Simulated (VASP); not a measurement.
# Al (P-1) in VASP: further runs, part 2 of 2

VASP 6.6.1. Earlier steps stand in the parts before.

## Step 4: Single point, PBE+D3(BJ)

Input file INCAR:

```
SYSTEM = Al
PREC = Accurate
ENCUT = 520
EDIFF = 1E-7
ISMEAR = 0
SIGMA = 0.15
LREAL = .False.
LASPH = .True.
NELM = 80
ALGO = Fast
ISIF = 2
LWAVE = .False.
LCHARG = .False.
GGA = PE
IVDW = 12
NBANDS = 18
```

Input file KPOINTS:

```
regular mesh
0
Gamma
  18 18 3
  0 0 0
```

Input file POSCAR:

```
Al
1.0
   -2.8035700760      0.0000000000      0.0000000000
   -1.4017850380     -2.4279629071      0.0000000000
   -2.0248006104     -1.8884155944     14.0252688885
Al
6
Direct
    0.6388833333      0.6018388889      0.0833500000
    0.5277722222      0.3425796296      0.4166833333
    0.4166611111      0.0833203704      0.7500166667
    0.0277722222     -0.3796425926      0.9166833333
    0.2499944444      0.1388759259      0.2500166667
    0.1388833333     -0.1203833333      0.5833500000
```

Potentials or basis: VASP PAW PBE potentials, release 64 (Al).

Started as:

```console
cat potpaw_PBE.64/Al/POTCAR > POTCAR
mpirun -np 1 vasp_std > vasp.out
```

OUTCAR:

```text
SYSTEM = Al
   PREC = Accurate
   ENCUT = 520
   EDIFF = 1E-7
   ISMEAR = 0
   LREAL = .False.
   LASPH = .True.
   NELM = 80
   ISIF = 2
   GGA = PE
   IVDW = 12
 IVDW          = 12

 ion  position               nearest neighbor table
   1  0.639  0.602  0.083-   4 2.48   5 2.84   5 2.84   5 2.84   4 3.10   4 3.24
   2  0.528  0.343  0.417-   5 2.84   5 2.84   5 2.84   6 2.84   6 2.84   6 2.84
   3  0.417  0.083  0.750-   4 2.84   4 2.84   4 2.84   6 2.84   6 2.84   6 2.84
   4  0.028  0.620  0.917-   1 2.48   3 2.84   3 2.84   3 2.84   1 3.10   1 3.24
   5  0.250  0.139  0.250-   2 2.84   2 2.84   2 2.84   1 2.84   1 2.84   1 2.84
   6  0.139  0.880  0.583-   2 2.84   3 2.84   3 2.84   2 2.84   3 2.84   2 2.84

  LATTYP: Found a triclinic cell.
 ALAT       =     4.8559258142
 B/A-ratio  =     0.5773502692
 C/A-ratio  =     3.1151718888
 COS(alpha) =     0.0102963869
 COS(beta)  =     0.1961725173
 COS(gamma) =     0.8660254038

  Lattice vectors:

 A1 = (   0.0000000000,  -4.8559258142,   0.0000000000)
 A2 = (  -1.4017850380,  -2.4279629071,   0.0000000000)
 A3 = (   4.8283706864,  -2.9675102198, -14.0252688885)

Analysis of symmetry for initial positions (statically):
=====================================================================
[... 193 lines left out ...]
      1      -3.0093      2.00000
      2      -2.2712      2.00000
      3      -2.2449      2.00000
      4      -0.0338      2.00000
      5      -0.0291      2.00000
      6       3.5206      2.00000
[... 481 lines left out ...]
      5       2.4336      2.00000
      6       5.6234      2.00000
[... 10 lines left out ...]
     17      14.4094      0.00000
     18      14.7689      0.00000

 [... further k-points ...]

------------------------ aborting loop because EDIFF is reached ----------------------------------------

 Edisp (eV)   -2.09573

 E8    (eV) :    -0.9376

  FORCE on cell =-STRESS in cart. coord.  units (eV):
  Direction    XX          YY          ZZ          XY          YZ          ZX
  --------------------------------------------------------------------------------------
  -------------------------------------------------------------------------------------
  Total       0.54118     0.27725     1.33746    -0.08151    -0.19291     1.07656
  in kB       9.08208     4.65278    22.44531    -1.36784    -3.23742    18.06684
  external pressure =       12.06 kB  Pullay stress =        0.00 kB

 VOLUME and BASIS-vectors are now :
 -----------------------------------------------------------------------------
  energy-cutoff  :      520.00
  volume of cell :       95.47
      direct lattice vectors                 reciprocal lattice vectors
    -2.803570076  0.000000000  0.000000000    -0.356688070  0.205933953 -0.023766627
    -1.401785038 -2.427962907  0.000000000     0.000000000 -0.411867907 -0.055455463
    -2.024800610 -1.888415594 14.025268888     0.000000000  0.000000000  0.071299881

 POSITION                                       TOTAL-FORCE (eV/Angst)
 -----------------------------------------------------------------------------------
     -2.80357     -1.61864      1.16901         0.478383     -0.158901      0.831926
     -2.80357     -1.61864      5.84410         0.013547     -0.006143      0.012360
     -2.80357     -1.61864     10.51919         0.033441     -0.026564      0.025257
     -2.80357     -3.23728     12.85673        -0.478383      0.158901     -0.831926
     -1.40179     -0.80932      3.50655        -0.033441      0.026564     -0.025257
     -2.80357     -3.23728      8.18164        -0.013547      0.006143     -0.012360
 -----------------------------------------------------------------------------------
    total drift:                               -0.000001     -0.000001      0.000000

  FREE ENERGIE OF THE ION-ELECTRON SYSTEM (eV)
  ---------------------------------------------------
  free  energy   TOTEN  =       -24.1507657883 eV

  energy  without entropy=      -24.1239659046  energy(sigma->0) =      -24.13736585
```

OSZICAR:

```text
N       E                     dE             d eps       ncg     rms          rms(c)
DAV:   1     0.138149619071E+02    0.13815E+02   -0.63391E+03 17568   0.803E+02
DAV:   2    -0.209150533357E+02   -0.34730E+02   -0.32910E+02 22504   0.104E+02
DAV:   3    -0.221887817910E+02   -0.12737E+01   -0.12412E+01 23436   0.162E+01
DAV:   4    -0.222017697729E+02   -0.12988E-01   -0.12948E-01 22192   0.178E+00
DAV:   5    -0.222018879939E+02   -0.11822E-03   -0.11821E-03 22598   0.197E-01    0.333E+00
RMM:   6    -0.221171517403E+02    0.84736E-01   -0.11719E-02 19093   0.508E-01    0.194E+00
RMM:   7    -0.220884745979E+02    0.28677E-01   -0.20912E-02 21200   0.635E-01    0.584E-01
RMM:   8    -0.220556081432E+02    0.32866E-01   -0.48820E-03 21051   0.262E-01    0.212E-01
RMM:   9    -0.220552024500E+02    0.40569E-03   -0.57605E-04 20496   0.112E-01    0.117E-01
RMM:  10    -0.220550408352E+02    0.16161E-03   -0.19491E-04 21013   0.638E-02    0.168E-02
RMM:  11    -0.220550383837E+02    0.24515E-05   -0.46315E-05 21336   0.392E-02    0.233E-02
RMM:  12    -0.220550395300E+02   -0.11463E-05   -0.10239E-05 21617   0.173E-02    0.240E-02
RMM:  13    -0.220550397994E+02   -0.26939E-06   -0.23968E-06 21490   0.910E-03    0.417E-02
RMM:  14    -0.220550387313E+02    0.10681E-05   -0.94632E-07 19669   0.459E-03    0.143E-02
RMM:  15    -0.220550384707E+02    0.26057E-06   -0.15293E-07 14812   0.244E-03    0.484E-03
RMM:  16    -0.220550381727E+02    0.29802E-06   -0.50183E-08 11329   0.136E-03    0.139E-03
RMM:  17    -0.220550378563E+02    0.31642E-06   -0.32768E-08 10749   0.891E-04    0.475E-03
RMM:  18    -0.220550378223E+02    0.33996E-07   -0.10716E-08  9681   0.536E-04
   1 F= -.24150766E+02 E0= -.24137366E+02  d E =-.267999E-01
```

Run time: 14 min. Hardware: 1 thread of Intel Xeon Platinum 8259CL at 2.50GHz (Skylake/Cascade Lake), shared host; peak memory 0.69 GiB.

Results:

* Free energy: -24.1508 eV
* Pressure: 1.2 GPa
* Largest force: 0.973 eV/Å
* Band gap on the k mesh: zero (band 9 reaches 12.05 eV, above the bottom of band 10 at 6.51 eV)
* Dispersion energy per atom: -0.349 eV

Forces in eV/Å, atoms in the order of the input:
```
Al   0.478 -0.159  0.832
Al   0.014 -0.006  0.012
Al   0.033 -0.027  0.025
Al  -0.478  0.159 -0.832
Al  -0.033  0.027 -0.025
Al  -0.014  0.006 -0.012
```

Caveat: pairwise dispersion overbinds metals, which lowers pressure and volume.

## Step 5: The runs side by side

```csv
cell,further INCAR settings,gap on the mesh (eV),pressure (GPa),largest force (eV/Å)
"a = 2.804, b = 2.804, c = 14.091 Å, angles 84.9, 85.6, 60.0°, 6 atoms",ALGO = Fast; EDIFF = 1e-06; NBANDS = 18,none,0.1,0.19
"a = 2.804, b = 2.804, c = 14.056 Å, angles 86.2, 88.1, 60.0°, 6 atoms",ALGO = Fast; EDIFF = 1e-06; NBANDS = 18,none,0.9,0.77
"a = 2.804, b = 2.804, c = 14.296 Å, angles 79.3, 81.9, 60.0°, 6 atoms",ALGO = Fast; EDIFF = 1e-07; NBANDS = 18,none,1.2,0.97
```

Alike in all rows: task single point; level PBE+D3(BJ); potentials or basis VASP PAW PBE potentials, release 64 (Al); no spin polarisation; k mesh 18 × 18 × 3; cutoff (eV) 520; smearing gaussian 0.15 eV.

Caveats: pairwise dispersion overbinds metals, which lowers pressure and volume.

Absolute energies hang on the potentials; compare differences alone.
